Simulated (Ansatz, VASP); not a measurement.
Two plane-wave programs on MgH2

```
CELL_PARAMETERS angstrom
4.06779 0.00000 0.00000
0.00000 4.06779 0.00000
0.00000 0.00000 2.87636
ATOMIC_POSITIONS crystal
Mg 0.00000 0.00000 0.00000
H 0.50000 0.00000 0.50000
H 0.00000 0.50000 0.50000
```

Change from the starting cell: ordered vacancies on the cation sites of caesium chloride (P4/mmm, No. 123).

Alike in both runs: task relaxation of cell and atoms; functional PBE; k mesh 4 × 4 × 6; occupations gaussian, width 0.1 eV; no spin polarisation.

|  | VASP | Ansatz |
| --- | --- | --- |
| version | VASP 6.6.1 | Ansatz 0.2.0 |
| potentials or method | VASP PAW PBE potentials, release 64 (Mg_sv, H), cutoff 840 eV | scalar-relativistic, plane waves, PAW |
| valence electrons in the cell | 12 | 12 |

|  | VASP | Ansatz | Ansatz less VASP |
| --- | --- | --- | --- |
| gap on the k mesh at the Fermi level, each at its own relaxed structure (eV) | none | none | - |
| relaxed volume (Å³/atom) | 9.66 | 9.67 | +0.008 |
| relaxed length of the cell vector where the two differ most in proportion (Å) | 2.663 | 2.655 | -0.0081 |

A gap of «none» marks a metal or a gap that the smearing closes.

The k mesh is coarse, so the values compare programs but aren't converged. Noted on VASP's run: the volume moved by over 15 % at a fixed basis, so the end points are rough.
